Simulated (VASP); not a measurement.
Write the native input for VASP 6.6.1 that does the following.

```yaml
Task: relaxation of cell and atoms
Functional: PBE
Potentials_or_basis: VASP PAW PBE potentials, release 64 (Mg, S, I)
Cutoff: 600 eV
k_mesh: 6 × 6 × 2
Occupations: gaussian, width 0.1 eV
Spin: no spin polarisation
Dipole_correction: no
Further_INCAR_settings: ALGO = Normal; EDIFF = 1e-06; IBRION = 2; EDIFFG = -0.04; NSW = 90; ISIF = 3
```

The structure of MgSI lies in POSCAR:

```
MgSI
1.0
    2.0561473200     -2.5259717500      0.0000000000
    2.0561473200      2.5259717500      0.0000000000
    0.0000000000      0.0000000000      8.2464096800
Mg S I
1 1 1
Direct
    0.5000000000      0.5000000000      0.0000000000
    0.0000000000      0.0000000000      0.0000000000
    0.0000000000      0.0000000000      0.5000000000
```

One way to write it, as run:

INCAR

```
PREC = Accurate
ENCUT = 600
EDIFF = 1E-6
ISMEAR = 0
SIGMA = 0.1
LREAL = False
LASPH = True
NELM = 100
ALGO = Normal
ISIF = 3
LWAVE = False
LCHARG = False
GGA = PE
IBRION = 2
NSW = 90
EDIFFG = -0.04
```

KPOINTS

```
Automatic mesh
0
Gamma
  6 6 2
```

Potentials or basis: VASP PAW PBE potentials, release 64 (Mg, S, I).

Launch:

```bash
$ cat potpaw_PBE.64/Mg/POTCAR potpaw_PBE.64/S/POTCAR potpaw_PBE.64/I/POTCAR > POTCAR
$ mpirun -np 1 vasp_std > vasp.out
```

It gave:

```json
{
  "Relaxed volume": "33.62 Å³/atom",
  "Relaxed cell": "a = 3.464 Å, b = 3.464 Å, c = 8.405 Å, α = 90.00°, β = 90.00°, γ = 90.01°",
  "Space group after relaxing (to 0.05 Å)": "P4/mmm (No. 123)",
  "Energy gained by relaxing": "424.7 meV/atom",
  "Ionic steps": "11",
  "Pressure after relaxing": "0.0 GPa"
}
```

Caveat: the k points lie up to 0.37 Å⁻¹ apart in the final cell; the volume moved by over 15 % at a fixed basis, so the end points are rough; this functional lacks dispersion, which binds the layers, so the pressure and a relaxed spacing across them are unreliable; an odd number of electrons without spin polarisation forces a metal; a magnetic or distorted state may lie lower.

It took 5.5 min on 1 thread of Intel(R) Xeon(R) Platinum 8259CL CPU @ 2.50GHz (Skylake/Cascade Lake), with other jobs on the host, peak memory 0.25 GiB.
